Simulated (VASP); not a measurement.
# Bi (Fd-3m) in VASP: further runs

Bi is run at these levels: LDA; tasks: single point.

Everything below comes from runs of VASP 6.6.1. Logs are shortened: lines on timing, memory, paths and dates and some standing lists are left out, and cuts for length are marked.

**1. The cell of the first run**

The structure is cubic, space group Fd-3m (No. 227). Conventional cell: a = 5.439 Å, b = 5.439 Å, c = 5.439 Å, α = 90.00°, β = 90.00°, γ = 90.00°. Bi (site symmetry -43m) has 4 Bi at 2.36 Å within 3.1 Å.

This isn't the form of Bi at room conditions, which is rhombohedral.

**2. Single point, LDA (20.12 Å³/atom)**

Input file INCAR:

```
PREC = Accurate
ENCUT = 520
EDIFF = 1E-6
ISMEAR = -1
SIGMA = 0.08
LREAL = F
LASPH = T
NELM = 60
ALGO = Normal
ISIF = 2
LWAVE = F
LCHARG = F
NBANDS = 22
```

Input file KPOINTS:

```
Automatic mesh
0
Gamma
  11 11 11
```

Input file POSCAR:

```
Bi
1.0
    0.0000000000      2.7196689618      2.7196689618
    2.7196689618      0.0000000000      2.7196689618
    2.7196689618      2.7196689618      0.0000000000
Bi
2
Direct
   -0.1250000000     -0.1250000000     -0.1250000000
    0.1250000000      0.1250000000      0.1250000000
```

Potentials or basis: VASP PAW LDA potentials, release 64 (Bi_d).

Run with:

```bash
> cat potpaw_LDA.64/Bi_d/POTCAR > POTCAR
> mpirun -np 1 vasp_std > vasp.out
```

OUTCAR:

```text
PREC = Accurate
   ENCUT = 520
   EDIFF = 1E-6
   ISMEAR = -1
   LREAL = F
   LASPH = T
   NELM = 60
   ISIF = 2

 ion  position               nearest neighbor table
   1  0.875  0.875  0.875-   2 2.36   2 2.36   2 2.36   2 2.36
   2  0.125  0.125  0.125-   1 2.36   1 2.36   1 2.36   1 2.36

  LATTYP: Found a face centered cubic cell.
 ALAT       =     5.4393379236

  Lattice vectors:

 A1 = (   0.0000000000,   2.7196689618,   2.7196689618)
 A2 = (   2.7196689618,   0.0000000000,   2.7196689618)
 A3 = (   2.7196689618,   2.7196689618,   0.0000000000)

Analysis of symmetry for initial positions (statically):
=====================================================================
 Subroutine PRICEL returns:
 Original cell was already a primitive cell.

 Routine SETGRP: Setting up the symmetry group for a
 face centered cubic supercell.

 Subroutine GETGRP returns: Found 48 space group operations
 (whereof 12 operations were pure point group operations)
 out of a pool of 48 trial point group operations.

The static configuration has the point symmetry D_3d.
 The point group associated with its full space group is O_h .

Analysis of symmetry for dynamics (positions and initial velocities):
=====================================================================
 Subroutine PRICEL returns:
 Original cell was already a primitive cell.

 Routine SETGRP: Setting up the symmetry group for a
 face centered cubic supercell.

 Subroutine GETGRP returns: Found 48 space group operations
 (whereof 12 operations were pure point group operations)
 out of a pool of 48 trial point group operations.

The dynamic configuration has the point symmetry D_3d.
 The point group associated with its full space group is O_h .

 Subroutine INISYM returns: Found 48 space group operations
 (whereof 12 operations are pure point group operations),
 and found     1 'primitive' translations

----------------------------------------------------------------------------------------

                                     Primitive cell

  volume of cell :      40.2326

  direct lattice vectors                    reciprocal lattice vectors
     0.000000000  2.719668962  2.719668962    -0.183845904  0.183845904  0.183845904
     2.719668962  0.000000000  2.719668962     0.183845904 -0.183845904  0.183845904
     2.719668962  2.719668962  0.000000000     0.183845904  0.183845904 -0.183845904

  length of vectors
     3.846192731  3.846192731  3.846192731     0.318430447  0.318430447  0.318430447

  position of ions in fractional coordinates (direct lattice)
     0.875000000  0.875000000  0.875000000
     0.125000000  0.125000000  0.125000000

  ion indices of the primitive-cell ions
   primitive index   ion index
                 1           1
                 2           2

----------------------------------------------------------------------------------------

 KPOINTS: Automatic mesh

Automatic generation of k-mesh.
 Grid dimensions read from file:
 generate k-points for:   11   11   11

 Generating k-lattice:

  Cartesian coordinates                     Fractional coordinates (reciprocal lattice)
    -0.016713264  0.016713264  0.016713264     0.090909091  0.000000000  0.000000000
     0.016713264 -0.016713264  0.016713264     0.000000000  0.090909091  0.000000000
     0.016713264  0.016713264 -0.016713264     0.000000000  0.000000000  0.090909091

  Length of vectors
     0.028948222  0.028948222  0.028948222

  Shift w.r.t. Gamma in fractional coordinates (k-lattice)
     0.000000000  0.000000000  0.000000000

 Subroutine IBZKPT returns following result:
 ===========================================

 Found     56 irreducible k-points:

 Following reciprocal coordinates:
            Coordinates               Weight
  0.000000  0.000000  0.000000      1.000000
  0.090909  0.000000  0.000000      8.000000
  0.181818  0.000000  0.000000      8.000000
  0.272727  0.000000  0.000000      8.000000
  0.363636  0.000000  0.000000      8.000000
  0.454545  0.000000  0.000000      8.000000
[... 16 lines left out ...]
 -0.272727  0.181818  0.000000     24.000000
 -0.181818  0.181818  0.000000     12.000000
 [... further k-points ...]
   k-points           NKPTS =     56   k-points in BZ     NKDIM =     56   number of bands    NBANDS=     22
   number of dos      NEDOS =    301   number of ions     NIONS =      2
   total plane-waves  NPLWV =  27000
   dimension x,y,z NGX =    30 NGY =   30 NGZ =   30
   dimension x,y,z NGXF=    60 NGYF=   60 NGZF=   60
   ions per type =               2
   NGX,Y,Z   is equivalent  to a cutoff of  12.97, 12.97, 12.97 a.u.
   NGXF,Y,Z  is equivalent  to a cutoff of  25.93, 25.93, 25.93 a.u.
 SYSTEM =  unknown system
   PREC   = accura    normal or accurate (medium, high low for compatibility)
   ISTART =      0    job   : 0-new  1-cont  2-samecut
   ICHARG =      2    charge: 1-file 2-atom 10-const
   ISPIN  =      1    spin polarized calculation?
   LNONCOLLINEAR =      F non collinear calculations
   LSORBIT =      F    spin-orbit coupling
   LASPH  =      T    aspherical Exc in radial PAW
   ENCUT  =  520.0 eV  38.22 Ry    6.18 a.u.   7.15  7.15  7.15*2*pi/ulx,y,z
   NELM   =     60;   NELMIN=  2; NELMDL= -5     # of ELM steps
   EDIFF  = 0.1E-05   stopping-criterion for ELM
   LREAL  =      F    real-space projection
   EDIFFG = 0.1E-04   stopping-criterion for IOM
   NSW    =      0    number of steps for IOM
   IBRION =     -1    ionic relax: 0-MD 1-quasi-New 2-CG
   NFREE  =      0    steps in history (QN), initial steepest desc. (CG)
   ISIF   =      2    stress and relaxation
   ISYM   =      2    0-nonsym 1-usesym 2-fastsym
   POTIM  = 0.5000    time-step for ionic-motion
   TEBEG  =    0.0;   TEEND  =   0.0 temperature during run
   PSTRESS=    0.0 pullay stress
   NELECT =      30.0000    total number of electrons
   NUPDOWN=      -1.0000    fix difference up-down
   EMIN   =  10.00;   EMAX   =-10.00  energy-range for DOS
   EFERMI =   0.00;   METHOD = LEGACY
   ISMEAR =    -1;   SIGMA  =   0.08  broadening in eV -4-tet -1-fermi 0-gaus
   EFERMI_NEDOS =   21; number of points for ismear=-14 and -15
   IALGO  =     38    algorithm
   IMIX   =      4    mixing-type and parameters
     AMIX     =   0.40;   BMIX     =  1.00
     AMIX_MAG =   1.60;   BMIX_MAG =  1.00
  volume/ion in A,a.u.               =      20.12       135.75
  Fermi-wavevector in a.u.,A,eV,Ry     =   1.484531  2.805356 29.984950  2.203832
  Thomas-Fermi vector in A             =   2.598056
   LORBIT       =      0    0 simple, 1 ext, 2 COOP (PROOUT), +10 PAW based schemes
   GGA     = CA    functional components
   LHFCALC =     F    Hartree Fock is set to
   AEXX    =    0.0000 exact exchange contribution
   IVDW    =     0    specifies the selected vdW correction
   LEPSILON=     F    determine dielectric tensor
   LRPA    =     F    only Hartree local field effects (RPA)
 non-spin polarized calculation
  energy-cutoff  :      520.00
  volume of cell :       40.23
 maximum number of plane-waves:      1096
 NGX is ok and might be reduce to    30
   NGX = 15   NGY = 15   NGZ = 15

 number of electron      30.0000008 magnetization

 Free energy of the ion-electron system (eV)
  ---------------------------------------------------
  ext. energy  EPLUGINS =         0.00000000
  ---------------------------------------------------
  free energy    TOTEN  =         3.61633751 eV

  energy without entropy =        3.62786767  energy(sigma->0) =        3.62210259

 E-fermi :  15.6003     XC(G=0): -12.4652

 val. band max:       15.5822228335   @ k =  -0.2727   0.2727   0.0909
 cond. band min:      15.6431637343   @ k =   0.2727   0.1818   0.0909
 fundamental gap:      0.0609409008
 Fermi energy:        15.6003269281

 k-point     1 :       0.0000    0.0000    0.0000
  band No.  band energies     occupation
      1     -11.2750      2.00000
      2     -11.2750      2.00000
      3     -11.2750      2.00000
      4     -10.9879      2.00000
      5     -10.9879      2.00000
      6      -9.3245      2.00000
[... 14 lines left out ...]
     21      21.4352      0.00000
     22      21.4352      0.00000

 k-point     2 :       0.0909    0.0000    0.0000
  band No.  band energies     occupation
      1     -11.3128      2.00000
      2     -11.3128      2.00000
      3     -11.2715      2.00000
      4     -10.9334      2.00000
      5     -10.9334      2.00000
      6      -9.3616      2.00000
[... 14 lines left out ...]
     21      21.2919      0.00000
     22      21.2919      0.00000

 k-point     3 :       0.1818    0.0000    0.0000
  band No.  band energies     occupation
      1     -11.3741      2.00000
      2     -11.3741      2.00000
      3     -11.2621      2.00000
      4     -10.8305      2.00000
      5     -10.8305      2.00000
      6      -9.4567      2.00000
[... 14 lines left out ...]
     21      21.1813      0.00000
     22      22.0851      0.00000

 k-point     4 :       0.2727    0.0000    0.0000
  band No.  band energies     occupation
      1     -11.4178      2.00000
      2     -11.4178      2.00000
      3     -11.2497      2.00000
      4     -10.7414      2.00000
      5     -10.7414      2.00000
      6      -9.5739      2.00000
[... 14 lines left out ...]
     21      21.5327      0.00000
     22      24.8565      0.00000

 k-point     5 :       0.3636    0.0000    0.0000
  band No.  band energies     occupation
      1     -11.4391      2.00000
      2     -11.4391      2.00000
      3     -11.2382      2.00000
      4     -10.6900      2.00000
      5     -10.6900      2.00000
      6      -9.6759      2.00000
[... 417 lines left out ...]
 k-point    22 :      -0.3636    0.1818    0.0000
  band No.  band energies     occupation
      1     -11.5787      2.00000
      2     -11.5062      2.00000
      3     -11.0522      2.00000
      4     -10.6065      2.00000
      5     -10.4525      2.00000
      6      -9.9429      2.00000
[... 14 lines left out ...]
     21      23.0876      0.00000
     22      27.4816      0.00000

 k-point    23 :      -0.2727    0.1818    0.0000
  band No.  band energies     occupation
      1     -11.5281      2.00000
      2     -11.5077      2.00000
      3     -11.0931      2.00000
      4     -10.6948      2.00000
      5     -10.4798      2.00000
      6      -9.8327      2.00000
[... 14 lines left out ...]
     21      24.3126      0.00000
     22      25.5943      0.00000

 k-point    24 :      -0.1818    0.1818    0.0000
  band No.  band energies     occupation
      1     -11.4840      2.00000
      2     -11.4524      2.00000
      3     -11.1753      2.00000
      4     -10.7620      2.00000
      5     -10.5828      2.00000
      6      -9.7173      2.00000
[... 14 lines left out ...]
     21      23.7634      0.00000
     22      24.2970      0.00000

 [... further k-points ...]

------------------------ aborting loop because EDIFF is reached ----------------------------------------

  FORCE on cell =-STRESS in cart. coord.  units (eV):
  Direction    XX          YY          ZZ          XY          YZ          ZX
  --------------------------------------------------------------------------------------
  -------------------------------------------------------------------------------------
  Total       40.9649679     40.9649679     40.9649679      0.0000000     -0.0000000      0.0000000
  in kB     1631.3422023   1631.3422023   1631.3422023      0.0000000     -0.0000000      0.0000000
  external PRESSURE =    1631.3422023 kB  Pullay stress =       0.0000000 kB

 VOLUME and BASIS-vectors are now :
 -----------------------------------------------------------------------------
  energy-cutoff  :      520.00
  volume of cell :       40.23
      direct lattice vectors                 reciprocal lattice vectors
     0.000000000  2.719668962  2.719668962    -0.183845904  0.183845904  0.183845904
     2.719668962  0.000000000  2.719668962     0.183845904 -0.183845904  0.183845904
     2.719668962  2.719668962  0.000000000     0.183845904  0.183845904 -0.183845904

 POSITION                                       TOTAL-FORCE (eV/Angst)
 -----------------------------------------------------------------------------------
      4.75942      4.75942      4.75942         0.000000     -0.000000      0.000000
      0.67992      0.67992      0.67992        -0.000000      0.000000     -0.000000
 -----------------------------------------------------------------------------------
    total drift:                               -0.000000      0.000000      0.000000

  FREE ENERGIE OF THE ION-ELECTRON SYSTEM (eV)
  ---------------------------------------------------
  free  energy   TOTEN  =         3.6163375050 eV

  energy  without entropy=        3.6278676670  energy(sigma->0) =        3.62210259
```

Run time: 63 s. Hardware: 1 thread of Intel Xeon 8259CL, shared host; peak memory 0.17 GiB.

What came out:

| Item | Value |
| --- | --- |
| Free energy | 3.6163 eV |
| Pressure | 163.1 GPa |
| Band gap on the k mesh | zero (bands 15 and 16 overlap by 2.82 eV) |

Caveat: the cell stands under pressure; spin-orbit coupling is left out, which moves the levels of the heavy elements.

**3. Single point, LDA (24.59 Å³/atom)**

This run uses another cell than the first one, of 24.59 Å³/atom.

Input file INCAR:

```
ALGO = Normal ; EDIFF = 1E-6
ENCUT = 520 ; ISIF = 2
ISMEAR = -1 ; LASPH = T
LCHARG = F ; LREAL = F
LWAVE = F ; NBANDS = 22
NELM = 100 ; PREC = Accurate
SIGMA = 0.08
```

Input file KPOINTS:

```
k-points
0
Gamma
  11 11 11
```

Input file POSCAR:

```
Bi
1.0
    0.0000000000      2.9078105204      2.9078105204
    2.9078105204      0.0000000000      2.9078105204
    2.9078105204      2.9078105204      0.0000000000
Bi
2
Direct
   -0.1250000000     -0.1250000000     -0.1250000000
    0.1250000000      0.1250000000      0.1250000000
```

Potentials or basis: VASP PAW LDA potentials, release 64 (Bi_d).

Run with:

```bash
> cat potpaw_LDA.64/Bi_d/POTCAR > POTCAR
> mpirun -np 1 vasp_std > vasp.out
```

OUTCAR:

```text
EDIFF = 1E-6
   ENCUT = 520
   ISIF = 2
   ISMEAR = -1
   LASPH = T
   LREAL = F
   NELM = 100
   PREC = Accurate

 ion  position               nearest neighbor table
   1  0.875  0.875  0.875-   2 2.52   2 2.52   2 2.52   2 2.52
   2  0.125  0.125  0.125-   1 2.52   1 2.52   1 2.52   1 2.52

  LATTYP: Found a face centered cubic cell.
 ALAT       =     5.8156210408

  Lattice vectors:

 A1 = (   0.0000000000,   2.9078105204,   2.9078105204)
 A2 = (   2.9078105204,   0.0000000000,   2.9078105204)
 A3 = (   2.9078105204,   2.9078105204,   0.0000000000)

Analysis of symmetry for initial positions (statically):
=====================================================================
 Subroutine PRICEL returns:
 Original cell was already a primitive cell.

 Routine SETGRP: Setting up the symmetry group for a
 face centered cubic supercell.

 Subroutine GETGRP returns: Found 48 space group operations
 (whereof 12 operations were pure point group operations)
 out of a pool of 48 trial point group operations.

The static configuration has the point symmetry D_3d.
 The point group associated with its full space group is O_h .

[... 157 lines left out ...]

  energy without entropy =       -2.78157018  energy(sigma->0) =       -2.78993983

 E-fermi :  11.6180     XC(G=0): -11.3660

 val. band max:       11.5552301223   @ k =   0.3636   0.2727   0.0000
 cond. band min:      11.6482034953   @ k =   0.2727   0.2727   0.0000
 fundamental gap:      0.0929733730
 Fermi energy:        11.6179655675

 k-point     1 :       0.0000    0.0000    0.0000
  band No.  band energies     occupation
      1     -13.4619      2.00000
      2     -13.4619      2.00000
      3     -13.4619      2.00000
      4     -13.2490      2.00000
      5     -13.2490      2.00000
      6     -12.1976      2.00000
[... 589 lines left out ...]
     21      19.0331      0.00000
     22      20.6525      0.00000

 [... further k-points ...]

------------------------ aborting loop because EDIFF is reached ----------------------------------------

  FORCE on cell =-STRESS in cart. coord.  units (eV):
  Direction    XX          YY          ZZ          XY          YZ          ZX
  --------------------------------------------------------------------------------------
  -------------------------------------------------------------------------------------
  Total       23.9725542     23.9725542     23.9725542      0.0000000      0.0000000      0.0000000
  in kB      781.0819221    781.0819221    781.0819221      0.0000000      0.0000000      0.0000000
  external PRESSURE =     781.0819221 kB  Pullay stress =       0.0000000 kB

 VOLUME and BASIS-vectors are now :
 -----------------------------------------------------------------------------
  energy-cutoff  :      520.00
  volume of cell :       49.17
      direct lattice vectors                 reciprocal lattice vectors
     0.000000000  2.907810520  2.907810520    -0.171950681  0.171950681  0.171950681
     2.907810520  0.000000000  2.907810520     0.171950681 -0.171950681  0.171950681
     2.907810520  2.907810520  0.000000000     0.171950681  0.171950681 -0.171950681

 POSITION                                       TOTAL-FORCE (eV/Angst)
 -----------------------------------------------------------------------------------
      5.08867      5.08867      5.08867        -0.000000      0.000000      0.000000
      0.72695      0.72695      0.72695         0.000000     -0.000000     -0.000000
 -----------------------------------------------------------------------------------
    total drift:                                0.000000      0.000000     -0.000000

  FREE ENERGIE OF THE ION-ELECTRON SYSTEM (eV)
  ---------------------------------------------------
  free  energy   TOTEN  =        -2.7983094853 eV

  energy  without entropy=       -2.7815701766  energy(sigma->0) =       -2.78993983
```

Wall time 52 s (1 thread of Intel Xeon 8259CL, shared host); peak memory 0.18 GiB.

What came out:

* Free energy: -2.7983 eV
* Pressure: 78.1 GPa
* Band gap on the k mesh: zero (bands 15 and 16 overlap by 2.19 eV)

Levels at points of the mesh, in eV from the Fermi level:
```
           k point  band 11  band 12  band 13  band 14  band 15  band 16  band 17  band 18  band 19  band 20
(0.00, 0.00, 0.00)   -17.93    -4.43    -1.93    -1.93    -1.93     0.52     0.52     0.52     2.54     6.71
```

Caveat: the cell stands under pressure; spin-orbit coupling is left out, which moves the levels of the heavy elements.

**4. Single point, LDA (29.06 Å³/atom)**

This run uses another cell than the first one, of 29.06 Å³/atom.

Input file INCAR:

```
SYSTEM = Bi
PREC = Accurate
ENCUT = 520
EDIFF = 1E-7
ISMEAR = -1
SIGMA = 0.08
LREAL = .FALSE.
LASPH = .TRUE.
NELM = 80
ALGO = Normal
ISIF = 2
LWAVE = .FALSE.
LCHARG = .FALSE.
NBANDS = 22
```

Input file KPOINTS:

```
Automatic mesh
0
G
  11 11 11
  0 0 0
```

Input file POSCAR:

```
Bi
1.0
    0.0000000000      3.0743241682      3.0743241682
    3.0743241682      0.0000000000      3.0743241682
    3.0743241682      3.0743241682      0.0000000000
Bi
2
Direct
   -0.1250000000     -0.1250000000     -0.1250000000
    0.1250000000      0.1250000000      0.1250000000
```

Run with:

```bash
> cat potpaw_LDA.64/Bi_d/POTCAR > POTCAR
> mpirun -np 1 vasp_std > vasp.out
```

Wall time 60 s (1 thread of Intel Xeon 8259CL, shared host); peak memory 0.19 GiB.

Results (log left out):

* Free energy: -5.9439 eV
* Pressure: 39.0 GPa
* Band gap on the k mesh: zero (bands 15 and 16 overlap by 1.71 eV)

Levels at points of the mesh, in eV from the Fermi level:
| k point | band 11 | band 12 | band 13 | band 14 | band 15 | band 16 | band 17 | band 18 | band 19 | band 20 |
| --- | --- | --- | --- | --- | --- | --- | --- | --- | --- | --- |
| (0.00, 0.00, 0.00) | -16.05 | -5.45 | -1.77 | -1.77 | -1.77 | 0.72 | 0.72 | 0.72 | 2.95 | 7.15 |

Caveat: the cell stands under pressure; spin-orbit coupling is left out, which moves the levels of the heavy elements.

**5. Summary**

```csv
cell,gap on the mesh (eV),pressure (GPa)
"a = 3.846 Å, angles 60.0°, 2 atoms",none,163.1
"a = 4.112 Å, angles 60.0°, 2 atoms",none,78.1
"a = 4.348 Å, angles 60.0°, 2 atoms",none,39.0
```

Alike in all rows: task single point; level LDA; potentials or basis VASP PAW LDA potentials, release 64 (Bi_d); no spin polarisation; k mesh 11 × 11 × 11; cutoff (eV) 520; smearing fermi-dirac 0.08 eV.

Caveats: the cell stands under pressure; spin-orbit coupling is left out, which moves the levels of the heavy elements.

Absolute energies hang on the potentials; compare differences alone.
